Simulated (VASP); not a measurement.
Wanted: the native input for a VASP 6.6.1 run.

```
Task                               : single point
Functional                         : HSE06
Potentials or basis                : VASP PAW PBE potentials, release 64 (Ga_d, N)
Cutoff                             : 520 eV
k mesh                             : 6 × 6 × 6
Occupations                        : gaussian, width 0.01 eV
Spin                               : no spin polarisation
Dipole correction                  : no
Grid for exact exchange (PRECFOCK) : Normal
Further INCAR settings             : ALGO = Normal; EDIFF = 1e-07; NBANDS = 16
Screening parameter                : 0.2079 1/Å
```

The system is GaN.

```xyz
2
Lattice="0.0000 2.1085 2.1085 2.1085 0.0000 2.1085 2.1085 2.1085 0.0000" Properties=species:S:1:pos:R:3 pbc="T T T"
Ga    0.0000    0.0000    0.0000
N     2.1085    2.1085    2.1085
```

The input as run:

POSCAR

```
GaN
1.0
    0.0000000000      2.1085152362      2.1085152362
    2.1085152362      0.0000000000      2.1085152362
    2.1085152362      2.1085152362      0.0000000000
Ga N
1 1
Direct
    0.0000000000      0.0000000000      0.0000000000
    0.5000000000      0.5000000000      0.5000000000
```

INCAR.step1

```
SYSTEM = GaN
PREC = Accurate ; ENCUT = 520
EDIFF = 1E-5 ; ISMEAR = 0
SIGMA = 0.01 ; LREAL = .False.
LASPH = .True. ; NELM = 100
ALGO = Normal ; ISIF = 2
LWAVE = .True. ; LCHARG = .False.
NBANDS = 16 ; GGA = PE
```

INCAR.step2

```
SYSTEM = GaN
PREC = Accurate ; ENCUT = 520
EDIFF = 1E-7 ; ISMEAR = 0
SIGMA = 0.01 ; LREAL = .False.
LASPH = .True. ; NELM = 100
ALGO = Normal ; ISIF = 2
LWAVE = .False. ; LCHARG = .False.
GGA = PE ; LHFCALC = .True.
HFSCREEN = 0.2079 ; PRECFOCK = Normal
NBANDS = 16 ; ISTART = 1
```

KPOINTS

```
Automatic mesh
0
Gamma
  6 6 6
  0 0 0
```

Potentials or basis: VASP PAW PBE potentials, release 64 (Ga_d, N).

The run is started by

```sh
$ cat potpaw_PBE.64/Ga_d/POTCAR potpaw_PBE.64/N/POTCAR > POTCAR
$ cp INCAR.step1 INCAR
$ mpirun -np 1 vasp_std > vasp.out
$ cp INCAR.step2 INCAR
$ mpirun -np 1 vasp_std > vasp.out
```

It gave:

* Pressure: -0.5 GPa
* Band gap on the k mesh: 1.89 eV, indirect (least direct gap 4.16 eV)

Caveat: the k points lie up to 0.43 Å⁻¹ apart; the PAW data sets were made with another functional, which shifts forces and pressure a little.

Wall time 16 min on 1 thread of AMD EPYC 9R45 96-Core Processor (Zen 5), with other jobs on the host, peak memory 0.23 GiB.
